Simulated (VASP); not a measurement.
# NaH (Pm-3m) in VASP: G0W0 quasiparticle levels with PBE

Aim: the G0W0 quasiparticle levels of NaH with PBE.

Program: VASP 6.6.1. These are calculated values, not measurements. Logs are shortened: lines on timing, memory, paths and dates and some standing lists are left out, and cuts for length are marked.

## (1) The cell of the first run

The structure is cubic, space group Pm-3m (No. 221). Conventional cell: a = 2.932 Å, b = 2.932 Å, c = 2.932 Å, α = 90.00°, β = 90.00°, γ = 90.00°. Na (site symmetry m-3m) has 8 H at 2.54 Å and 6 Na at 2.93 Å within 3.4 Å. H (site symmetry m-3m) has 8 Na at 2.54 Å and 6 H at 2.93 Å within 3.4 Å.

## (2) G0W0 quasiparticle levels, PBE

The input, POSCAR:

```
NaH
1.0
    2.9323911888      0.0000000000      0.0000000000
    0.0000000000      2.9323911888      0.0000000000
    0.0000000000      0.0000000000      2.9323911888
Na H
1 1
Direct
    0.0000000000      0.0000000000      0.0000000000
    0.5000000000      0.5000000000      0.5000000000
```

The input, INCAR.step1:

```
  ALGO = Normal
  EDIFF = 1E-8
  ENCUT = 500
  GGA = PE
  ISMEAR = 0
  LASPH = True
  LCHARG = False
  LREAL = False
  LWAVE = True
  NELM = 80
  PREC = Accurate
  SIGMA = 0.01
```

The input, INCAR.step2:

```
  ALGO = Exact
  EDIFF = 1E-8
  ENCUT = 500
  GGA = PE
  ISMEAR = 0
  ISTART = 1
  LASPH = True
  LCHARG = False
  LOPTICS = True
  LREAL = False
  LWAVE = True
  NBANDS = 80
  NELM = 1
  PREC = Accurate
  SIGMA = 0.01
```

The input, INCAR.step3:

```
  ALGO = EVGW0
  EDIFF = 1E-8
  ENCUT = 500
  ENCUTGW = 120.0
  GGA = PE
  ISMEAR = 0
  ISTART = 1
  LASPH = True
  LCHARG = False
  LREAL = False
  LWAVE = False
  NBANDS = 80
  NBANDSGW = 13
  NELMGW = 1
  NOMEGA = 96
  OMEGAMAX = 20
  PREC = Accurate
  PRECFOCK = Fast
  SIGMA = 0.01
```

The input, KPOINTS:

```
k-points
0
Gamma
  6 6 6
```

Potentials or basis: VASP PAW PBE potentials, release 64 (Na_sv_GW, H_GW).

On the command line:

```console
> cat potpaw_PBE.64/Na_sv_GW/POTCAR potpaw_PBE.64/H_GW/POTCAR > POTCAR
> cp INCAR.step1 INCAR
> mpirun -np 1 vasp_std > vasp.out
> cp INCAR.step2 INCAR
> mpirun -np 1 vasp_std > vasp.out
> cp INCAR.step3 INCAR
> mpirun -np 1 vasp_std > vasp.out
```

OUTCAR:

```text
EDIFF = 1E-8
   ENCUT = 500
   ENCUTGW = 120.0
   GGA = PE
   ISMEAR = 0
   ISTART = 1
   LASPH = True
   LREAL = False
   NELMGW = 1
   PREC = Accurate
   PRECFOCK = Fast

 ion  position               nearest neighbor table
   1  0.000  0.000  0.000-
   2  0.500  0.500  0.500-

  LATTYP: Found a simple cubic cell.
 ALAT       =     2.9323911888

  Lattice vectors:

 A1 = (   2.9323911888,   0.0000000000,   0.0000000000)
 A2 = (   0.0000000000,   2.9323911888,   0.0000000000)
 A3 = (   0.0000000000,   0.0000000000,   2.9323911888)

Analysis of symmetry for initial positions (statically):
=====================================================================
 Subroutine PRICEL returns:
 Original cell was already a primitive cell.

 Routine SETGRP: Setting up the symmetry group for a
 simple cubic supercell.

 Subroutine GETGRP returns: Found 48 space group operations
 (whereof 48 operations were pure point group operations)
 out of a pool of 48 trial point group operations.

The static configuration has the point symmetry O_h .

Analysis of symmetry for dynamics (positions and initial velocities):
=====================================================================
 Subroutine PRICEL returns:
 Original cell was already a primitive cell.

 Routine SETGRP: Setting up the symmetry group for a
 simple cubic supercell.

 Subroutine GETGRP returns: Found 48 space group operations
 (whereof 48 operations were pure point group operations)
 out of a pool of 48 trial point group operations.

The dynamic configuration has the point symmetry O_h .

 Subroutine INISYM returns: Found 48 space group operations
 (whereof 48 operations are pure point group operations),
 and found     1 'primitive' translations

----------------------------------------------------------------------------------------

                                     Primitive cell

  volume of cell :      25.2154

  direct lattice vectors                    reciprocal lattice vectors
     2.932391189  0.000000000  0.000000000     0.341018621  0.000000000  0.000000000
     0.000000000  2.932391189  0.000000000     0.000000000  0.341018621  0.000000000
     0.000000000  0.000000000  2.932391189     0.000000000  0.000000000  0.341018621

  length of vectors
     2.932391189  2.932391189  2.932391189     0.341018621  0.341018621  0.341018621

  position of ions in fractional coordinates (direct lattice)
     0.000000000  0.000000000  0.000000000
     0.500000000  0.500000000  0.500000000

  ion indices of the primitive-cell ions
   primitive index   ion index
                 1           1
                 2           2

----------------------------------------------------------------------------------------

 KPOINTS: k-points

Automatic generation of k-mesh.
 Grid dimensions read from file:
 generate k-points for:    6    6    6

 Generating k-lattice:

  Cartesian coordinates                     Fractional coordinates (reciprocal lattice)
     0.056836437  0.000000000  0.000000000     0.166666667  0.000000000  0.000000000
     0.000000000  0.056836437  0.000000000     0.000000000  0.166666667  0.000000000
     0.000000000  0.000000000  0.056836437     0.000000000  0.000000000  0.166666667

  Length of vectors
     0.056836437  0.056836437  0.056836437

  Shift w.r.t. Gamma in fractional coordinates (k-lattice)
     0.000000000  0.000000000  0.000000000

 Subroutine IBZKPT returns following result:
 ===========================================

 Found     20 irreducible k-points:

 Following reciprocal coordinates:
            Coordinates               Weight
  0.000000  0.000000  0.000000      1.000000
  0.166667  0.000000  0.000000      6.000000
  0.333333  0.000000  0.000000      6.000000
  0.500000  0.000000  0.000000      3.000000
  0.166667  0.166667  0.000000     12.000000
  0.333333  0.166667  0.000000     24.000000
[... 12 lines left out ...]
  0.500000  0.500000  0.333333      6.000000
  0.500000  0.500000  0.500000      1.000000
   k-points           NKPTS =     20   k-points in BZ     NKDIM =    216   number of bands    NBANDS=     80
   number of dos      NEDOS =    301   number of ions     NIONS =      2
   total plane-waves  NPLWV =  13824
   dimension x,y,z NGX =    24 NGY =   24 NGZ =   24
   dimension x,y,z NGXF=    48 NGYF=   48 NGZF=   48
   ions per type =               1   1
   NGX,Y,Z   is equivalent  to a cutoff of  13.61, 13.61, 13.61 a.u.
   NGXF,Y,Z  is equivalent  to a cutoff of  27.21, 27.21, 27.21 a.u.
 SYSTEM =  unknown system
   PREC   = accura    normal or accurate (medium, high low for compatibility)
   ISTART =      1    job   : 0-new  1-cont  2-samecut
   ICHARG =      0    charge: 1-file 2-atom 10-const
   ISPIN  =      1    spin polarized calculation?
   LNONCOLLINEAR =      F non collinear calculations
   LSORBIT =      F    spin-orbit coupling
   LASPH  =      T    aspherical Exc in radial PAW
   ENCUT  =  500.0 eV  36.75 Ry    6.06 a.u.   5.35  5.35  5.35*2*pi/ulx,y,z
   NELM   =     60;   NELMIN=  2; NELMDL=  0     # of ELM steps
   EDIFF  = 0.1E-07   stopping-criterion for ELM
   LREAL  =      F    real-space projection
   EDIFFG = 0.1E-06   stopping-criterion for IOM
   NSW    =      0    number of steps for IOM
   IBRION =     -1    ionic relax: 0-MD 1-quasi-New 2-CG
   NFREE  =      0    steps in history (QN), initial steepest desc. (CG)
   ISIF   =      0    stress and relaxation
   ISYM   =      3    0-nonsym 1-usesym 2-fastsym
   POTIM  = 0.5000    time-step for ionic-motion
   TEBEG  =    0.0;   TEEND  =   0.0 temperature during run
   PSTRESS=    0.0 pullay stress
   NELECT =      10.0000    total number of electrons
   NUPDOWN=      -1.0000    fix difference up-down
   EMIN   =  10.00;   EMAX   =-10.00  energy-range for DOS
   EFERMI =   0.00;   METHOD = LEGACY
   ISMEAR =     0;   SIGMA  =   0.01  broadening in eV -4-tet -1-fermi 0-gaus
   EFERMI_NEDOS =   21; number of points for ismear=-14 and -15
   IALGO  =     38    algorithm
   IMIX   =      4    mixing-type and parameters
     AMIX     =   0.40;   BMIX     =  1.00
     AMIX_MAG =   1.60;   BMIX_MAG =  1.00
  volume/ion in A,a.u.               =      12.61        85.08
  Fermi-wavevector in a.u.,A,eV,Ry     =   1.202780  2.272925 19.683278  1.446680
  Thomas-Fermi vector in A             =   2.338552
   LORBIT       =      0    0 simple, 1 ext, 2 COOP (PROOUT), +10 PAW based schemes
   GGA     = PE    functional components
   LHFCALC =     T    Hartree Fock is set to
   PRECFOCK=fast      Normal, Fast or Accurate (Low or Medium for compatibility)
   ENCUT4O =  -1.0   cutoff for four orbital integrals eV
   NKREDX  =     1    reduce k-point grid by
   NKREDY  =     1    reduce k-point grid by
   NKREDZ  =     1    reduce k-point grid by
   AEXX    =    1.0000 exact exchange contribution
   HFSCREEN=    0.0000 screening length (either q_TF or 0.3 A-1)
   HFSCREENC=   0.0000 screening length for correlation (either q_TF or 0.3 A-1)
   ENCUTFOCK=  -1.0 apply spherical cutoff to Coloumb kernel
   IVDW    =     0    specifies the selected vdW correction
   LEPSILON=     F    determine dielectric tensor
   LRPA    =     F    only Hartree local field effects (RPA)
   LRPAFORCE           =     F    calculate RPA forces
   ENCUTGW             = 120.0    cutoff for response function in eV
   ENCUTGWSOFT         =  96.0    soft cutoff for Coulomb kernel in GW response function in eV
   ENCUTLF             =  -1.0    cutoff for local field effects
   NELMGW              =     1    number of iterations in solving QP/BSE equation
   NELMHF              =     1    number of iterations in the inner HF iteration
   NKREDLFX            =     1    NKREDLFY  =   1   NKREDLFZ  =   1
 non-spin polarized calculation
 Gauss-broadening in eV      SIGMA  =   0.01
  energy-cutoff  :      500.00
  volume of cell :       25.22
 maximum number of plane-waves:       656
 NGX is ok and might be reduce to    24
  NGX = 12; NGY = 12; NGZ = 12
   NGX = 11   NGY = 11   NGZ = 11
 maximum number of plane-waves:        88

 QP shifts <psi_nk| G(iteration)W_0 |psi_nk>: iteration 1
 for sc-GW calculations column KS-energies equals QP-energies in previous step
 and V_xc(KS)=  KS-energies - (<T + V_ion + V_H > + <T+V_H+V_ion>^1  + <V_x>^1)

 k-point   1 :       0.0000    0.0000    0.0000
  band No.  KS-energies  QP-energies   sigma(KS)   V_xc(KS)     V^pw_x(r,r')   Z            occupation Imag(sigma)

      1     -51.3623     -59.9974     -41.1151     -29.2430     -49.1002       0.7273       2.0000       0.2643
      2     -23.2163     -28.3229     -35.2821     -28.4395     -41.4780       0.7463       2.0000       0.0702
      3     -23.2163     -28.3229     -35.2821     -28.4395     -41.4780       0.7463       2.0000       0.0702
      4     -23.2163     -28.3229     -35.2821     -28.4395     -41.4780       0.7463       2.0000       0.0702
      5      -4.6693      -6.0423     -11.1030      -9.0790     -14.1875       0.6784       2.0000       0.2876
      6      10.2243      11.1691      -9.9965     -11.3330      -5.2110       0.7069       0.0000      -0.2912
      7      12.4080      12.7408      -6.1826      -6.6247      -1.4158       0.7530       0.0000      -0.4892
      8      12.4080      12.7408      -6.1826      -6.6247      -1.4158       0.7530       0.0000      -0.4892
      9      14.0099      14.7662      -7.5776      -8.5674      -2.8852       0.7640       0.0000      -0.6520
     10      14.0099      14.7662      -7.5776      -8.5674      -2.8852       0.7640       0.0000      -0.6520
     11      14.0099      14.7662      -7.5776      -8.5674      -2.8852       0.7640       0.0000      -0.6520
     12      27.2628      28.2966      -6.8451      -8.1454      -1.8234       0.7950       0.0000      -1.1482
     13      27.2628      28.2966      -6.8451      -8.1454      -1.8234       0.7950       0.0000      -1.1482

 k-point   2 :       0.1667    0.0000    0.0000
  band No.  KS-energies  QP-energies   sigma(KS)   V_xc(KS)     V^pw_x(r,r')   Z            occupation Imag(sigma)
[... 307 lines left out ...]
      1     -51.3190     -60.0657     -41.1878     -29.3120     -49.1698       0.7365       2.0000       0.2619
      2     -23.3467     -28.4067     -35.0017     -28.1856     -41.1918       0.7424       2.0000       0.0709
      3     -23.3467     -28.4067     -35.0017     -28.1856     -41.1918       0.7424       2.0000       0.0709
      4     -23.3467     -28.4067     -35.0017     -28.1856     -41.1918       0.7424       2.0000       0.0709
      5       1.3553       0.0665     -13.1210     -11.4230     -14.3065       0.7590       2.0000       0.0401
      6       8.2770       8.9405      -6.3876      -7.2413      -2.6458       0.7771       0.0000      -0.1057
      7       8.2770       8.9405      -6.3876      -7.2413      -2.6458       0.7771       0.0000      -0.1057
      8       8.2770       8.9405      -6.3876      -7.2413      -2.6458       0.7771       0.0000      -0.1057
      9      10.6196      11.2426      -7.6762      -8.5149      -3.1583       0.7428       0.0000      -0.3186
     10      10.6196      11.2426      -7.6762      -8.5149      -3.1583       0.7428       0.0000      -0.3186
     11      10.6196      11.2426      -7.6762      -8.5149      -3.1583       0.7428       0.0000      -0.3186
     12      17.8170      19.5799      -8.5192     -10.5180      -3.6516       0.8820       0.0000      -1.0483
     13      33.2535      35.9112      -6.6891      -9.7953      -2.0295       0.8556       0.0000      -3.1741
```

It took 1.9 min on 1 thread of Intel Xeon 6975P-C (Granite Rapids), shared host; peak memory 0.43 GiB.

Results:

- Quasiparticle gap: 3.02 eV
- Least direct quasiparticle gap: 6.68 eV
- Band gap of the starting levels on the mesh: 1.03 eV
- Least direct gap of the starting levels on the mesh: 4.51 eV

Caveat: bands, screening cutoff and mesh are small and nothing is extrapolated, so the quasiparticle values aren't converged; the structure was generated, so it needn't be the stable form of NaH.
